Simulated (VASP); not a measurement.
Set up this calculation in VASP 6.6.1, as the native input.

| Quantity | Value |
| --- | --- |
| Task | single point |
| Functional | PBE |
| Potentials or basis | VASP PAW PBE potentials, release 64 (Bi_d, Te) |
| Cutoff | 520 eV |
| k mesh | 10 × 10 × 10 |
| Occupations | gaussian, width 0.05 eV |
| Spin | no spin polarisation |
| Dipole correction | no |
| Further INCAR settings | ALGO = Normal; EDIFF = 1e-06; NBANDS = 18 |

The structure of BiTe lies in POSCAR:

```
BiTe
1.0
    4.0025649191      0.0000000000      0.0000000000
    0.0000000000      4.0025649191      0.0000000000
    0.0000000000      0.0000000000      4.0025649191
Bi Te
1 1
Direct
    0.0000000000      0.0000000000      0.0000000000
    0.5000000000      0.5000000000      0.5000000000
```

This cell differs from its parent crystal: volume scaled by 1.070.

These files were run (other wordings do the same):

INCAR

```
SYSTEM = BiTe
ALGO = Normal
EDIFF = 1E-6
ENCUT = 520
GGA = PE
ISIF = 2
ISMEAR = 0
LASPH = .True.
LCHARG = .True.
LELF = .True.
LREAL = .False.
LVHAR = .True.
LWAVE = .False.
NBANDS = 18
NELM = 80
PREC = Accurate
SIGMA = 0.05
```

KPOINTS

```
k-points
0
Gamma
  10 10 10
  0 0 0
```

Potentials or basis: VASP PAW PBE potentials, release 64 (Bi_d, Te).

Run with:

```sh
$ cat potpaw_PBE.64/Bi_d/POTCAR potpaw_PBE.64/Te/POTCAR > POTCAR
$ mpirun -np 1 vasp_std > vasp.out
```

It gave:

| Item | Value |
| --- | --- |
| Pressure | -3.0 GPa |

Wall time 25 s on 1 thread of Intel(R) Xeon(R) 6975P-C (Granite Rapids) (shared host), peak memory 0.21 GiB.
